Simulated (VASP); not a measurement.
The system is ZrHSe2.

```
Zr Se H
1.0
     3.73612    0.00000    0.00000
    -1.86806    3.23558    0.00000
     0.00000    0.00000    6.03634
Zr Se H
1 2 1
Direct
  0.00000 0.00000 0.00000
  0.33333 0.66667 0.26490
  0.66667 0.33333 0.73510
  0.00000 0.00000 0.50000
```

```yaml
Program: VASP 6.6.1
Task: relaxation of cell and atoms
Functional: PBE
Dispersion: D3(BJ)
Potentials_or_basis: VASP PAW PBE potentials, release 64 (Zr_sv, Se, H)
Cutoff: 600 eV
k_mesh: 6 × 6 × 4
Occupations: gaussian, width 0.1 eV
Spin: no spin polarisation
```

At the start: pressure -0.9 GPa; volume 18.24 Å³/atom.

**Question.** How do energy, volume and symmetry change on relaxing?

**Answer.** Over 7 steps the energy falls by 41.8 meV/atom and the volume is 17.23 Å³/atom (-5.5 %); space group P-3m1 (No. 164, to 0.1 Å) before and after.

The path:
```csv
step,energy change (eV),largest force (eV/Å),pressure (GPa),volume (Å³)
1,0.0000,0.4875,-0.92,72.97
2,-0.0572,0.4688,-0.65,71.86
3,-0.1530,0.3379,0.87,68.92
4,0.1115,0.5105,9.11,62.71
5,-0.1523,0.3727,2.23,67.94
6,-0.1501,0.3745,-2.16,70.04
7,-0.1671,0.0021,0.03,68.94
```

Final structure:
```cif
data_structure
_symmetry_space_group_name_H-M 'P 1'
_symmetry_Int_Tables_number 1
_cell_length_a 3.8165
_cell_length_b 3.8165
_cell_length_c 5.4653
_cell_angle_alpha 90.000
_cell_angle_beta 90.000
_cell_angle_gamma 120.000
_cell_volume 68.94
loop_
_atom_site_label
_atom_site_type_symbol
_atom_site_fract_x
_atom_site_fract_y
_atom_site_fract_z
_atom_site_occupancy
Zr1 Zr 0.00000 0.00000 0.00000 1
Se1 Se 0.33333 0.66667 0.28389 1
Se2 Se 0.66667 0.33333 0.71611 1
H1 H 0.00000 0.00000 0.50000 1
```

Caveat: an odd number of electrons without spin polarisation forces a metal; a magnetic or distorted state may lie lower.
